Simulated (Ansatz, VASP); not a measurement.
## One calculation of AlN, two programs

The input INCAR:

```
SYSTEM = AlN
ALGO     = Normal         ! electronic algorithm
EDIFF    = 1E-6           ! SCF threshold, eV
ENCUT    = 520            ! plane-wave cutoff, eV
GGA      = PE             ! functional
ISIF     = 2              ! what is computed and relaxed
ISMEAR   = 0              ! smearing method
LASPH    = .TRUE.         ! aspherical terms in the spheres
LCHARG   = .FALSE.        ! write CHGCAR
LREAL    = .FALSE.        ! projectors in reciprocal space
LWAVE    = .FALSE.        ! write WAVECAR
NBANDS   = 16             ! bands
NELM     = 80             ! most SCF steps
PREC     = Accurate       ! precision mode
SIGMA    = 0.05           ! smearing width, eV
```

KPOINTS

```
k-points
0
G
  6 6 4
  0 0 0
```

Contents of POSCAR:

```
AlN
1.0
    3.1110021516      0.0000000000      0.0000000000
   -1.5555010758      2.6942068945      0.0000000000
    0.0000000000      0.0000000000      4.9780000000
Al N
2 2
Direct
    0.3711355520      0.7505538454     -0.0067670713
    0.5653014572      0.3051042093      0.4879967083
    0.3232213737      0.7306289409      0.3852187841
    0.7403416171      0.2137130044      0.9035515789
```

Input for Ansatz:

```yaml
crystal:
  lattice:
    - [3.1110021516, 0.0, 0.0]
    - [-1.5555010758, 2.6942068945, 0.0]
    - [0.0, 0.0, 4.978]
  atoms:
    - { symbol: Al, position: [0.371135552, 0.7505538454, -0.0067670713] }
    - { symbol: Al, position: [0.5653014572, 0.3051042093, 0.4879967083] }
    - { symbol: "N", position: [0.3232213737, 0.7306289409, 0.3852187841] }
    - { symbol: "N", position: [0.7403416171, 0.2137130044, 0.9035515789] }
basis:
  ecutwfc: 420
kpoints:
  mp_grid: { grid: [6, 6, 4] }
hamiltonian:
  xc: pbe
scf:
  occupations: { method: gaussian, width: 0.05 }
output:
  forces: true
  stress: true
  eigenvalues: true
```

Change from the starting cell: all atoms moved at random (sigma 0.22 Å a component).

Alike in both runs: task single point; functional PBE; k mesh 6 × 6 × 4; occupations gaussian, width 0.05 eV; no spin polarisation.

|  | VASP | Ansatz |
| --- | --- | --- |
| version | VASP 6.6.1 | Ansatz 0.2.0 |
| potentials or method | VASP PAW PBE potentials, release 64 (Al, N), cutoff 520 eV | scalar-relativistic, plane waves, PAW |
| valence electrons in the cell | 16 | 16 |

|  | VASP | Ansatz | Ansatz less VASP |
| --- | --- | --- | --- |
| gap on the k mesh at the Fermi level (eV) | 2.71 | 2.73 | +0.019 |
| least direct gap on the mesh (eV) | 2.81 | 2.82 | +0.004 |
| rms of the force components (eV/Å) | 10.424 | 10.494 | +0.0696 |

Atom by atom the forces differ by 0.080 eV/Å (rms over components). The functional is the same, so the differences come from potentials, cutoffs and numerics.
